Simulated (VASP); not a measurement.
Runs of VASP 6.6.1 on SrO. The structure is that of space group Pm-3m (No. 221), or close to it. The cells are those of the table. 

```tsv
task	level	potentials or basis	cell	k mesh	cutoff (eV)	smearing	grid for exact exchange (PRECFOCK)	gap on the mesh (eV)	pressure (GPa)	relaxed volume (Å³/atom)
single point	LDA	VASP PAW LDA potentials, release 64 (Sr_sv, O)	a = 3.103 Å, 2 atoms	8 × 8 × 8	520	gaussian 0.01 eV	-	(c)	-5.2	-
relaxation of cell and atoms	PBE	VASP PAW PBE potentials, release 64 (Sr_sv, O)	relaxed from a = 3.113 Å, 2 atoms	8 × 8 × 8	600	fermi-dirac 0.02 eV	-	2.75	0.0	15.49
single point	r2SCANh	VASP PAW PBE potentials, release 64 (Sr_sv, O)	a = 3.103 Å, 2 atoms	6 × 6 × 6	520	gaussian 0.01 eV	Normal	(b)	0.0	-
single point	PBE	VASP PAW PBE potentials, release 64 (Sr_sv, O)	a = 3.134 Å, 2 atoms	8 × 8 × 8	520	fermi-dirac 0.02 eV	-	2.75	(a)	-
dielectric tensor	PBE	VASP PAW PBE potentials, release 64 (Sr_sv, O)	a = 3.103 Å, 2 atoms	6 × 6 × 6	520	gaussian 0.01 eV	-	2.75	-	-
single point	r2SCAN	VASP PAW PBE potentials, release 64 (Sr_sv, O)	a = 3.103 Å, 2 atoms	8 × 8 × 8	520	fermi-dirac 0.02 eV	-	3.24	0.8	-
single point	PBEsol	VASP PAW PBE potentials, release 64 (Sr_sv, O)	a = 3.080 Å, 2 atoms	8 × 8 × 8	520	fermi-dirac 0.02 eV	-	2.66	1.0	-
single point	r2SCAN	VASP PAW PBE potentials, release 64 (Sr_sv, O)	a = 3.103 Å, 2 atoms	8 × 8 × 8	520	gaussian 0.01 eV	-	3.24	0.8	-
single point	LDA	VASP PAW LDA potentials, release 64 (Sr_sv, O)	a = 3.040 Å, 2 atoms	8 × 8 × 8	520	fermi-dirac 0.02 eV	-	2.58	1.2	-
single point	PBE	VASP PAW PBE potentials, release 64 (Sr_sv, O)	a = 3.103 Å, 2 atoms	8 × 8 × 8	520	fermi-dirac 0.02 eV	-	2.75	3.6	-
relaxation of cell and atoms	PBEsol	VASP PAW PBE potentials, release 64 (Sr_sv, O)	relaxed from a = 3.134 Å, 2 atoms	8 × 8 × 8	600	fermi-dirac 0.02 eV	-	2.66	0.0	14.72
```

Alike in all rows: no spin polarisation.

Question: Estimate the missing entries.

Answer: (a) 0.7; (b) 4.08; (c) 2.60.

Caveats: the PAW data sets were made with another functional, which shifts forces and pressure a little (some runs).

A k mesh can miss the band edges, and the runs leave out spin-orbit coupling on Sr.
